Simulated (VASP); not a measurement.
Write the native input for VASP 6.6.1 that does the following.

| Item | Value |
| --- | --- |
| Task | single point |
| Functional | PBEsol |
| Potentials or basis | VASP PAW PBE potentials, release 64 (Sr_sv, Cl) |
| Cutoff | 520 eV |
| k mesh | 8 × 8 × 8 |
| Occupations | gaussian, width 0.05 eV |
| Spin | no spin polarisation |
| Dipole correction | no |
| Further INCAR settings | ALGO = Normal; EDIFF = 1e-06; NBANDS = 19 |

The structure of SrCl2 lies in POSCAR:

```
SrCl2
1.0
    2.4578697825      1.4190517806      4.0165570338
   -2.4578697825      1.4190517806      4.0165570338
    0.0000000000     -2.8381035611      4.0165570338
Sr Cl
1 2
Direct
    0.0000000000      0.0000000000      0.0000000000
    0.2499365507      0.2499365507      0.2499365507
    0.7500634493      0.7500634493      0.7500634493
```

One way to write it, as run:

INCAR

```
PREC = Accurate ; ENCUT = 520
EDIFF = 1E-6 ; ISMEAR = 0
SIGMA = 0.05 ; LREAL = False
LASPH = True ; NELM = 100
ALGO = Normal ; ISIF = 2
LWAVE = False ; LCHARG = False
GGA = PS ; NBANDS = 19
```

KPOINTS

```
Automatic mesh
0
Gamma
  8 8 8
```

Potentials or basis: VASP PAW PBE potentials, release 64 (Sr_sv, Cl).

Launch:

```sh
$ cat potpaw_PBE.64/Sr_sv/POTCAR potpaw_PBE.64/Cl/POTCAR > POTCAR
$ mpirun -np 1 vasp_std > vasp.out
```

Results of the run:

```
Pressure               : -0.6 GPa
Band gap on the k mesh : 5.17 eV (least direct gap 5.35 eV)
```

Caveat: the PAW data sets were made with another functional, which shifts forces and pressure a little.

Wall time 2.5 min on 1 thread of Oxide Virtual Turin-like Processor, with other jobs on the host, peak memory 0.26 GiB.
